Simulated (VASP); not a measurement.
A run of VASP 6.6.1:

INCAR

```
ALGO     = Normal         # electronic algorithm
EDIFF    = 1E-6           # SCF threshold, eV
ENCUT    = 520            # plane-wave cutoff, eV
GGA      = PE             # functional
ISIF     = 2              # what is computed and relaxed
ISMEAR   = -1             # smearing method
LASPH    = True           # aspherical terms in the spheres
LCHARG   = False          # write CHGCAR
LREAL    = Auto         
LWAVE    = False          # write WAVECAR
NBANDS   = 66             # bands
NELM     = 60             # most SCF steps
PREC     = Accurate       # precision mode
SIGMA    = 0.05           # smearing width, eV
```

The input KPOINTS:

```
k-points
0
Gamma
  1 1 1
```

File POSCAR:

```
H2ClF
1.0
    8.2474740000      0.0000000000      0.0000000000
    0.0000000000      8.2474740000      0.0000000000
    0.0000000000      0.0000000000      8.2474740000
Cl H F
6 12 6
Direct
   -0.2264087162      0.4295860769      0.5501442017
    0.7347825528      0.1215523686      0.8457134875
    0.3458513479      0.1900339425      0.2233289853
    0.9803122750      0.5273008439      0.1583515147
    0.1994065092      1.0908794620      0.6232211220
    0.4186857697      0.4658274764      0.8458953614
   -0.1303186891      0.5250456079      0.4673188421
    0.7621727574     -0.0285784472      0.8024760066
    0.2942112943      0.1283302015      0.3500586968
    0.9671082322      0.3751815404      0.1694821954
    0.1898035689      0.9356561779      0.6110961975
    0.4133265531      0.3294584499      0.7612148883
    0.1845898514      0.1885425768     -0.0753927809
    0.9880722267      1.0337589424      0.1124223005
    0.3299191971      0.7786869046      0.5222811251
    1.1972393002      0.7544491804      0.9257864893
    0.6770679119      0.2653175991      0.3111376889
    0.5662218517      0.6575467834      0.7000446440
    0.0985150120      0.2261298429     -0.1174420192
    1.0379177916      1.0997427819      0.1892700723
    0.2690884506      0.7558556717      0.6157521685
    1.2524319567      0.7664286059      1.0366689243
    0.7467013537      0.1928954247      0.2507798145
    0.5985590255      0.7140246820      0.5914659446
```

Potentials or basis: VASP PAW PBE potentials, release 64 (Cl, H, F).

Command:

```bash
$ cat potpaw_PBE.64/Cl/POTCAR potpaw_PBE.64/H/POTCAR potpaw_PBE.64/F/POTCAR > POTCAR
$ mpirun -np 1 vasp_gam > vasp.out
```

Hardware: 1 thread of Intel(R) Xeon(R) 6975P-C (Granite Rapids), with other jobs on the host.

Estimate the wall time of this run.

It took 36 s on 1 thread of Intel(R) Xeon(R) 6975P-C (Granite Rapids), with other jobs on the host, peak memory 0.54 GiB. Counts: scf iterations 17, k points 1.
